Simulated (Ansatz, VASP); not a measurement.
**Si2Mo: VASP beside Ansatz**

```
Si Mo
1.0
    -1.63999    1.63999    3.69924
     1.63999   -1.63999    3.69924
     1.63999    1.63999   -3.69924
Si Mo
2 1
Direct
  0.33506 0.33506 0.00000
  0.66494 0.66494 0.00000
  0.00000 0.00000 0.00000
```

Alike in both runs: task single point; functional PBEsol; k mesh 24 × 24 × 24; occupations gaussian, width 0.15 eV; no spin polarisation.

|  | VASP | Ansatz |
| --- | --- | --- |
| version | VASP 6.6.1 | Ansatz 0.2.0 |
| potentials or method | VASP PAW PBE potentials, release 64 (Si, Mo_sv), cutoff 520 eV | scalar-relativistic, plane waves, PAW |
| valence electrons in the cell | 22 | 22 |

```tsv
	VASP	Ansatz	Ansatz less VASP
gap on the k mesh at the Fermi level (eV)	none	none	-
pressure (GPa)	3.8	3.4	-0.38
traceless stress, the component that is largest in VASP (GPa)	25.00	24.93	-0.061
rms of the force components (eV/Å)	0.018	0.018	+0.0005
```

VASP's potentials were made for PBE, not for PBEsol. Atom by atom the forces differ by 0.000 eV/Å (rms over components). A gap of «none» marks a metal or a gap that the smearing closes.
